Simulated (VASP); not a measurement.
MgRuO: single point with PBE

MgRuO:

```
CELL_PARAMETERS angstrom
5.36131 0.00000 0.00000
0.00000 5.36131 0.00000
0.00000 0.00000 2.91995
ATOMIC_POSITIONS crystal
Mg 0.50000 0.50000 0.50000
Ru 0.00000 0.00000 0.00000
O 0.50000 0.50000 0.00000
```

The cell was generated, and may not be a known phase.

```
Program             : VASP 6.6.1
Task                : single point
Functional          : PBE
Potentials or basis : VASP PAW PBE potentials, release 64 (Mg, Ru_pv, O)
Cutoff              : 520 eV
k mesh              : 4 × 4 × 6
Occupations         : gaussian, width 0.1 eV
Spin                : collinear spin, ferromagnetic start
Starting moments    : [0.0, 1.0, 0.0] μB
```

```json
{
  "Pressure": "30.8 GPa",
  "Net moment": "3.18 μB per cell",
  "Site moments": "Mg -0.00; Ru +2.71; O +0.06 μB",
  "Valence electrons inside the program's atomic spheres": "Mg 1.18; Ru 12.19; O 5.32"
}
```

Stress tensor (GPa, compression positive):
```
-2.54  0.00  0.00
 0.00 -2.54  0.00
 0.00  0.00 97.46
```

Levels at points of the mesh, in eV from the Fermi level:
Spin up:
| k point | band 10 | band 11 | band 12 | band 13 | band 14 | band 15 | band 16 | band 17 |
| --- | --- | --- | --- | --- | --- | --- | --- | --- |
| (0.00, 0.00, 0.00) | -2.18 | -0.95 | -0.95 | -0.82 | 3.50 | 3.50 | 5.23 | 5.40 |
| (0.50, 0.00, 0.00) | -0.97 | -0.95 | -0.82 | -0.81 | 0.63 | 3.23 | 6.58 | 7.16 |
| (0.50, 0.50, 0.00) | -1.29 | -0.96 | -0.96 | -0.82 | 2.06 | 2.06 | 4.35 | 10.46 |
| (0.00, 0.00, 0.50) | -2.02 | -1.83 | -1.20 | 2.07 | 3.85 | 7.71 | 7.71 | 7.82 |
| (0.50, 0.00, 0.50) | -1.96 | -1.65 | -0.93 | 2.32 | 4.57 | 5.22 | 5.96 | 7.55 |
| (0.50, 0.50, 0.50) | -1.94 | -1.85 | -1.03 | 2.86 | 4.83 | 6.02 | 6.02 | 6.13 |
Spin down:
| k point | band 6 | band 7 | band 8 | band 9 | band 10 | band 11 | band 12 | band 13 |
| --- | --- | --- | --- | --- | --- | --- | --- | --- |
| (0.00, 0.00, 0.00) | -2.55 | -2.55 | -0.89 | -0.77 | -0.25 | -0.23 | 0.93 | 0.93 |
| (0.50, 0.00, 0.00) | -2.60 | -2.19 | -0.77 | -0.06 | -0.06 | 0.40 | 0.93 | 0.93 |
| (0.50, 0.50, 0.00) | -2.76 | -2.44 | -0.77 | -0.40 | 0.07 | 0.22 | 0.92 | 0.92 |
| (0.00, 0.00, 0.50) | -2.29 | -2.29 | -1.10 | -1.10 | 0.21 | 0.33 | 0.78 | 2.42 |
| (0.50, 0.00, 0.50) | -2.40 | -2.32 | -1.15 | -1.09 | 0.28 | 0.40 | 1.06 | 2.72 |
| (0.50, 0.50, 0.50) | -2.34 | -2.34 | -1.18 | -1.18 | 0.18 | 0.45 | 1.04 | 3.35 |

Wall time 2.5 min on 1 thread of Intel Xeon 8259CL, on a shared host, peak memory 0.26 GiB.

Caveat: the stress differs along the axes, from -3 to 97 GPa.
